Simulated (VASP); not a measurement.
Here is a VASP 6.6.1 calculation.

POSCAR

```
CsBr
1.0
    4.3621469662      0.0000000000      0.0000000000
    0.0000000000      4.3621469662      0.0000000000
    0.0000000000      0.0000000000      4.3621469662
Cs Br
1 1
Direct
    0.0000000000      0.0000000000      0.0000000000
    0.5000000000      0.5000000000      0.5000000000
```

Contents of INCAR.step1:

```
SYSTEM = CsBr
PREC     = Accurate       ! precision mode
ENCUT    = 550            ! plane-wave cutoff, eV
ISMEAR   = 0              ! smearing method
SIGMA    = 0.01           ! smearing width, eV
LREAL    = .False.        ! projectors in reciprocal space
LASPH    = .True.         ! aspherical terms in the spheres
NELM     = 120            ! most SCF steps
NBANDS   = 15             ! bands
GGA      = PE             ! functional
ALGO     = Normal         ! electronic algorithm
EDIFF    = 1E-5           ! SCF threshold, eV
LWAVE    = .True.         ! write WAVECAR
LCHARG   = .False.        ! write CHGCAR
GGA_COMPAT= .False.
```

The input INCAR.step2:

```
SYSTEM = CsBr
PREC     = Accurate       ! precision mode
ENCUT    = 550            ! plane-wave cutoff, eV
EDIFF    = 1E-6           ! SCF threshold, eV
ISMEAR   = 0              ! smearing method
SIGMA    = 0.01           ! smearing width, eV
LREAL    = .False.        ! projectors in reciprocal space
LASPH    = .True.         ! aspherical terms in the spheres
NELM     = 120            ! most SCF steps
ALGO     = Normal         ! electronic algorithm
ISIF     = 2              ! what is computed and relaxed
LWAVE    = .False.        ! write WAVECAR
LCHARG   = .True.         ! write CHGCAR
METAGGA  = R2SCAN         ! meta-GGA
LMIXTAU  = .True.       
LELF     = .True.         ! ELF
LVHAR    = .True.       
NBANDS   = 15             ! bands
ISTART   = 1            
GGA_COMPAT= .False.
```

File KPOINTS:

```
regular mesh
0
Gamma
  6 6 6
  0 0 0
```

Potentials or basis: VASP PAW PBE potentials, release 64 (Cs_sv, Br).

Launch:

```sh
$ cat potpaw_PBE.64/Cs_sv/POTCAR potpaw_PBE.64/Br/POTCAR > POTCAR
$ cp INCAR.step1 INCAR
$ mpirun -np 1 vasp_std > vasp.out
$ cp INCAR.step2 INCAR
$ mpirun -np 1 vasp_std > vasp.out
```

Q: Predict the pressure.

A: -0.3 GPa.

Q: What does it give for the band gap on the k mesh?

A: 5.06 eV, indirect (least direct gap 5.07 eV).

Caveat: the PAW data sets were made with another functional, which shifts forces and pressure a little; spin-orbit coupling is left out, which moves the levels of the heavy elements. A k mesh can miss the band edges.
